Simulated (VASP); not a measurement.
# Nb in VASP: a series of runs, part 3 of 3

VASP 6.6.1. Earlier steps stand in the parts before.

### 6 Single point, r2SCAN (strain +0.000 along x and y, +0.025 along z)

Contents of POSCAR:

```
Nb
1.0
    0.0000000000      2.1150000000      2.1678750000
    2.1150000000      0.0000000000      2.1678750000
    2.1150000000      2.1150000000      0.0000000000
Nb
1
Direct
    0.0000000000      0.0000000000      0.0000000000
```

Contents of INCAR.step1:

```
SYSTEM = Nb
  PREC = Accurate
  ENCUT = 520
  ISMEAR = 0
  SIGMA = 0.15
  LREAL = .FALSE.
  LASPH = .TRUE.
  NELM = 100
  NBANDS = 12
  GGA = PE
  ALGO = Normal
  EDIFF = 1E-4
  LWAVE = .TRUE.
  LCHARG = .FALSE.
```

Contents of INCAR.step2:

```
SYSTEM = Nb
  PREC = Accurate
  ENCUT = 520
  EDIFF = 1E-6
  ISMEAR = 0
  SIGMA = 0.15
  LREAL = .FALSE.
  LASPH = .TRUE.
  NELM = 100
  ALGO = Normal
  ISIF = 2
  LWAVE = .FALSE.
  LCHARG = .FALSE.
  METAGGA = R2SCAN
  LMIXTAU = .TRUE.
  NBANDS = 12
  ISTART = 1
```

Contents of KPOINTS:

```
regular mesh
0
G
  20 20 20
  0 0 0
```

Potentials or basis: VASP PAW PBE potentials, release 64 (Nb_sv).

Launch:

```console
> cat potpaw_PBE.64/Nb_sv/POTCAR > POTCAR
> cp INCAR.step1 INCAR
> mpirun -np 1 vasp_std > vasp.out
> cp INCAR.step2 INCAR
> mpirun -np 1 vasp_std > vasp.out
```

OUTCAR:

```text
SYSTEM = Nb
   PREC = Accurate
   ENCUT = 520
   EDIFF = 1E-6
   ISMEAR = 0
   LREAL = .FALSE.
   LASPH = .TRUE.
   NELM = 100
   ISIF = 2
   METAGGA = R2SCAN
   ISTART = 1

 ion  position               nearest neighbor table
   1  0.000  0.000  0.000-

  LATTYP: Found a body centered tetragonal cell.
 ALAT       =     2.9910616844
 C/A-ratio  =     1.4495689014

  Lattice vectors:

 A1 = (  -2.1150000000,   0.0000000000,   2.1678750000)
 A2 = (   2.1150000000,   0.0000000000,   2.1678750000)
 A3 = (   0.0000000000,   2.1150000000,  -2.1678750000)

Analysis of symmetry for initial positions (statically):
=====================================================================
 Subroutine PRICEL returns:
 Original cell was already a primitive cell.

 Routine SETGRP: Setting up the symmetry group for a
 body centered tetragonal supercell.

 Subroutine GETGRP returns: Found 16 space group operations
 (whereof 16 operations were pure point group operations)
 out of a pool of 16 trial point group operations.

The static configuration has the point symmetry D_4h.

Analysis of symmetry for dynamics (positions and initial velocities):
=====================================================================
 Subroutine PRICEL returns:
 Original cell was already a primitive cell.

 Routine SETGRP: Setting up the symmetry group for a
 body centered tetragonal supercell.

 Subroutine GETGRP returns: Found 16 space group operations
 (whereof 16 operations were pure point group operations)
 out of a pool of 16 trial point group operations.

The dynamic configuration has the point symmetry D_4h.

 Subroutine INISYM returns: Found 16 space group operations
 (whereof 16 operations are pure point group operations),
 and found     1 'primitive' translations

----------------------------------------------------------------------------------------

                                     Primitive cell

  volume of cell :      19.3948

[... 109 lines left out ...]
  Thomas-Fermi vector in A             =   2.552316
   LORBIT       =      0    0 simple, 1 ext, 2 COOP (PROOUT), +10 PAW based schemes
   METAGGA = R2SCAN    functional components
   LHFCALC =     F    Hartree Fock is set to
   AEXX    =    0.0000 exact exchange contribution
   IVDW    =     0    specifies the selected vdW correction
   LEPSILON=     F    determine dielectric tensor
   LRPA    =     F    only Hartree local field effects (RPA)
 non-spin polarized calculation
 Gauss-broadening in eV      SIGMA  =   0.15
  energy-cutoff  :      520.00
  volume of cell :       19.39
 maximum number of plane-waves:       540
   NGX = 11   NGY = 11   NGZ = 11

 number of electron      12.9999999 magnetization

 Free energy of the ion-electron system (eV)
  ---------------------------------------------------
  ext. energy  EPLUGINS =         0.00000000
  ---------------------------------------------------
  free energy    TOTEN  =       -24.51149762 eV

  energy without entropy =      -24.49595005  energy(sigma->0) =      -24.50372384

 E-fermi :  10.5082     XC(G=0): -13.1951

 val. band max:       10.5065565353   @ k =   0.3500   0.2000   0.1000
 cond. band min:      10.5082367262   @ k =   0.4000  -0.0000   0.0500
 fundamental gap:      0.0016801909
 Fermi energy:        10.5081636907

 k-point     1 :       0.0000    0.0000    0.0000
  band No.  band energies     occupation
      1     -46.1614      2.00000
      2     -20.8595      2.00000
      3     -20.8521      2.00000
      4     -20.8521      2.00000
      5       3.9851      2.00000
      6      10.4568      1.37190
      7      10.7801      0.01035
      8      10.7801      0.01035
      9      13.1605      0.00000
     10      13.5777      0.00000
     11      22.7268      0.00000
     12      27.2935      0.00000
[... 331 lines left out ...]
 k-point    24 :      -0.3500    0.0500    0.0000
  band No.  band energies     occupation
      1     -46.0043      2.00000
      2     -21.8162      2.00000
      3     -21.0254      2.00000
      4     -20.9521      2.00000
      5       6.6254      2.00000
      6      10.4165      1.61249
      7      10.5327      0.81724
      8      10.9732      0.00001
      9      14.1502      0.00000
     10      14.8981      0.00000
     11      21.8562      0.00000
     12      24.3373      0.00000

 [... further k-points ...]
[... 5 lines left out ...]
  --------------------------------------------------------------------------------------
  -------------------------------------------------------------------------------------
  Total       -0.9705845     -0.9705845     -0.2799270      0.0000000      0.0000000      0.0000000
  in kB      -80.1786926    -80.1786926    -23.1243936      0.0000000      0.0000000      0.0000000
  external PRESSURE =     -61.1605929 kB  Pullay stress =       0.0000000 kB

 VOLUME and BASIS-vectors are now :
 -----------------------------------------------------------------------------
  energy-cutoff  :      520.00
  volume of cell :       19.39
      direct lattice vectors                 reciprocal lattice vectors
     0.000000000  2.115000000  2.167875000    -0.236406619  0.236406619  0.230640604
     2.115000000  0.000000000  2.167875000     0.236406619 -0.236406619  0.230640604
     2.115000000  2.115000000  0.000000000     0.236406619  0.236406619 -0.230640604

 POSITION                                       TOTAL-FORCE (eV/Angst)
 -----------------------------------------------------------------------------------
      0.00000      0.00000      0.00000         0.000000     -0.000000      0.000000
 -----------------------------------------------------------------------------------
    total drift:                               -0.000000     -0.000000     -0.000000

  FREE ENERGIE OF THE ION-ELECTRON SYSTEM (eV)
  ---------------------------------------------------
  free  energy   TOTEN  =       -24.5114976243 eV

  energy  without entropy=      -24.4959500532  energy(sigma->0) =      -24.50372384
```

OUTCAR.step1:

```text
SYSTEM = Nb
   PREC = Accurate
   ENCUT = 520
   ISMEAR = 0
   LREAL = .FALSE.
   LASPH = .TRUE.
   NELM = 100
[... 577 lines left out ...]
 -----------------------------------------------------------------------------------
      0.00000      0.00000      0.00000         0.000000      0.000000      0.000000
 -----------------------------------------------------------------------------------
    total drift:                               -0.000000      0.000000     -0.000000

  FREE ENERGIE OF THE ION-ELECTRON SYSTEM (eV)
  ---------------------------------------------------
  free  energy   TOTEN  =        -9.8966116991 eV

  energy  without entropy=       -9.8794936465  energy(sigma->0) =       -9.88805267
```

OSZICAR.step1:

```text
N       E                     dE             d eps       ncg     rms          rms(c)
DAV:   1     0.115572165570E+03    0.11557E+03   -0.72378E+03 15432   0.107E+03
DAV:   2    -0.549066413477E+01   -0.12106E+03   -0.11688E+03 16736   0.385E+02
DAV:   3    -0.100814566397E+02   -0.45908E+01   -0.43763E+01 22384   0.650E+01
DAV:   4    -0.103833440565E+02   -0.30189E+00   -0.29945E+00 21984   0.151E+01
DAV:   5    -0.103946461358E+02   -0.11302E-01   -0.11294E-01 22512   0.240E+00    0.637E+00
DAV:   6    -0.994626865138E+01    0.44838E+00   -0.70638E-01 24572   0.103E+01    0.223E+00
DAV:   7    -0.989239610574E+01    0.53873E-01   -0.20800E-01 25376   0.553E+00    0.101E+00
DAV:   8    -0.989657918156E+01   -0.41831E-02   -0.12724E-02 18476   0.147E+00    0.514E-02
DAV:   9    -0.989661169905E+01   -0.32517E-04   -0.93027E-04 26344   0.340E-01
   1 F= -.98966117E+01 E0= -.98880527E+01  d E =-.171181E-01
```

It took 12 min on 1 thread of AMD EPYC 7R43 (Zen 3), shared host; peak memory 0.22 GiB.

Results:

```
Free energy : -24.5115 eV
Pressure    : -6.1 GPa
```

Stress tensor (GPa, compression positive):
```
-8.02  0.00  0.00
 0.00 -8.02  0.00
 0.00  0.00 -2.31
```

Caveat: the cell differs from its parent crystal (strain +0.000 along x and y, +0.025 along z); the PAW data sets were made with another functional, which shifts forces and pressure a little.

### 7 The runs side by side

| cell | gap on the mesh (eV) | pressure (GPa) |
| --- | --- | --- |
| a = 3.066 Å, angles 60.0°, 1 atom | none | -12.5 |
| a = 3.141 Å, angles 60.0°, 1 atom | none | -20.2 |
| a = 3.029, b = 3.029, c = 3.066 Å, angles 59.6, 59.6, 60.8°, 1 atom | none | -9.6 |
| a = 3.103, b = 3.103, c = 3.066 Å, angles 60.4, 60.4, 59.2°, 1 atom | none | -15.4 |
| a = 3.029, b = 3.029, c = 2.991 Å, angles 60.4, 60.4, 59.2°, 1 atom | none | -6.1 |

Alike in all rows: task single point; level r2SCAN; potentials or basis VASP PAW PBE potentials, release 64 (Nb_sv); no spin polarisation; k mesh 20 × 20 × 20; cutoff (eV) 520; smearing gaussian 0.15 eV.

Caveats: the PAW data sets were made with another functional, which shifts forces and pressure a little.

Total energies depend on the potentials used, so only differences within one code and one set of settings carry meaning.
